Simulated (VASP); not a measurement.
Set up this calculation in VASP 6.6.1, as the native input.

| Item | Value |
| --- | --- |
| Task | single point |
| Functional | r2SCAN |
| Potentials or basis | VASP PAW PBE potentials, release 64 (Zr_sv, H) |
| Cutoff | 520 eV |
| k mesh | 11 × 11 × 11 |
| Occupations | methfessel-paxton, width 0.2 eV |
| Spin | no spin polarisation |
| Dipole correction | no |
| Further INCAR settings | ALGO = Normal; EDIFF = 1e-06; NBANDS = 14 |

Crystal: ZrH2.

```
Zr H
1.0
     0.00000    2.40923    2.40923
     2.40923    0.00000    2.40923
     2.40923    2.40923    0.00000
Zr H
1 2
Direct
  0.00000 0.00000 0.00000
  0.75000 0.75000 0.75000
  0.25000 0.25000 0.25000
```

The input as run:

POSCAR

```
ZrH2
1.0
    0.0000000000      2.4092250000      2.4092250000
    2.4092250000      0.0000000000      2.4092250000
    2.4092250000      2.4092250000      0.0000000000
Zr H
1 2
Direct
    0.0000000000      0.0000000000      0.0000000000
    0.7500000000      0.7500000000      0.7500000000
    0.2500000000      0.2500000000      0.2500000000
```

INCAR.step1

```
PREC = Accurate
ENCUT = 520
ISMEAR = 1
SIGMA = 0.2
LREAL = F
LASPH = T
NELM = 100
NBANDS = 14
GGA = PE
ALGO = Normal
EDIFF = 1E-4
LWAVE = T
LCHARG = F
```

INCAR.step2

```
PREC = Accurate
ENCUT = 520
EDIFF = 1E-6
ISMEAR = 1
SIGMA = 0.2
LREAL = F
LASPH = T
NELM = 100
ALGO = Normal
ISIF = 2
LWAVE = F
LCHARG = F
METAGGA = R2SCAN
LMIXTAU = T
NBANDS = 14
ISTART = 1
```

KPOINTS

```
Automatic mesh
0
Gamma
  11 11 11
```

Potentials or basis: VASP PAW PBE potentials, release 64 (Zr_sv, H).

Launch:

```bash
$ cat potpaw_PBE.64/Zr_sv/POTCAR potpaw_PBE.64/H/POTCAR > POTCAR
$ cp INCAR.step1 INCAR
$ mpirun -np 1 vasp_std > vasp.out
$ cp INCAR.step2 INCAR
$ mpirun -np 1 vasp_std > vasp.out
```

Results of the run:

```json
{
 "Pressure": "-1.7 GPa",
 "Band gap on the k mesh": "zero (bands 7 and 8 overlap by 0.70 eV)"
}
```

Caveat: the PAW data sets were made with another functional, which shifts forces and pressure a little.

Run time: 68 s on 1 thread of AMD EPYC 9R45 96-Core Processor (Zen 5), with other jobs on the host, peak memory 0.15 GiB.
